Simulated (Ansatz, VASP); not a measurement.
# InP in VASP and in Ansatz

INCAR

```
SYSTEM = InP
ALGO = Normal
EDIFF = 1E-7
ENCUT = 520
GGA = PE
ISIF = 2
ISMEAR = 0
LASPH = .TRUE.
LCHARG = .FALSE.
LREAL = .FALSE.
LWAVE = .FALSE.
NBANDS = 16
NELM = 60
PREC = Accurate
SIGMA = 0.02
```

The input KPOINTS:

```
k-points
0
G
  10 10 10
  0 0 0
```

File POSCAR:

```
InP
1.0
    0.0000000000      3.0384810926      3.0384810926
    3.0384810926      0.0000000000      3.0384810926
    3.0384810926      3.0384810926      0.0000000000
In P
1 1
Direct
    0.0000000000      0.0000000000      0.0000000000
    0.2500000000      0.2500000000      0.2500000000
```

Input for Ansatz:

```yaml
crystal:
  lattice:
    - [0.0, 3.038481088, 3.038481088]
    - [3.038481088, 0.0, 3.038481088]
    - [3.038481088, 3.038481088, 0.0]
  atoms:
    - { symbol: In, position: [0.0, 0.0, 0.0] }
    - { symbol: P, position: [0.25, 0.25, 0.25] }
basis:
  ecutwfc: 420
kpoints:
  mp_grid: { grid: [10, 10, 10] }
hamiltonian:
  xc: pbe
scf:
  occupations: { method: gaussian, width: 0.02 }
output:
  forces: true
  stress: true
  eigenvalues: true
```

Alike in both runs: task single point; functional PBE; k mesh 10 × 10 × 10; occupations gaussian, width 0.02 eV; no spin polarisation.

```csv
,VASP,Ansatz
version,VASP 6.6.1,Ansatz 0.2.0
potentials or method,"VASP PAW PBE potentials, release 64 (In_d, P), cutoff 520 eV","scalar-relativistic, plane waves, PAW"
valence electrons in the cell,18,18
```

|  | VASP | Ansatz | Ansatz less VASP |
| --- | --- | --- | --- |
| gap on the k mesh at the Fermi level (eV) | 0.12 | 0.12 | +0.003 |
| least direct gap on the mesh (eV) | 0.12 | 0.12 | +0.003 |
| pressure (GPa) | -3.1 | -3.0 | +0.03 |

With one functional, cell and mesh, what is left measures potentials, basis and numerics.
